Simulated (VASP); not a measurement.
TaTc, 2 atoms in the cell. Symmetry: Pm-3m, No. 221, cubic system. The conventional cell has a = 3.154 Å, b = 3.154 Å, c = 3.154 Å, α = 90.00°, β = 90.00°, γ = 90.00°. Within 3.6 Å of Ta (site symmetry m-3m) lie 8 Tc at 2.73 Å and 6 Ta at 3.15 Å. Within 3.6 Å of Tc (site symmetry m-3m) lie 8 Ta at 2.73 Å and 6 Tc at 3.15 Å. 

- Program: VASP 6.6.1
- Task: single point
- Functional: BLYP
- Dispersion: D3(BJ)
- Potentials or basis: VASP PAW PBE potentials, release 64 (Ta_pv, Tc_pv)
- Cutoff: 520 eV
- k mesh: 10 × 10 × 10
- Occupations: fermi-dirac, width 0.1 eV
- Spin: no spin polarisation
- Dipole correction: no
- Further INCAR settings: ALGO = Normal; EDIFF = 1e-06; NBANDS = 19

Potentials or basis: VASP PAW PBE potentials, release 64 (Ta_pv, Tc_pv).

Launch:

```sh
$ cat potpaw_PBE.64/Ta_pv/POTCAR potpaw_PBE.64/Tc_pv/POTCAR > POTCAR
$ mpirun -np 1 vasp_std > vasp.out
```

Hardware: 1 thread of Intel(R) Xeon(R) 6975P-C (Granite Rapids), on a shared host.

How long does it take, and how much memory?

Run time: 16 s on 1 thread of Intel(R) Xeon(R) 6975P-C (Granite Rapids), with other jobs on the host, peak memory 0.16 GiB. Counts: scf iterations 13, k points 56.
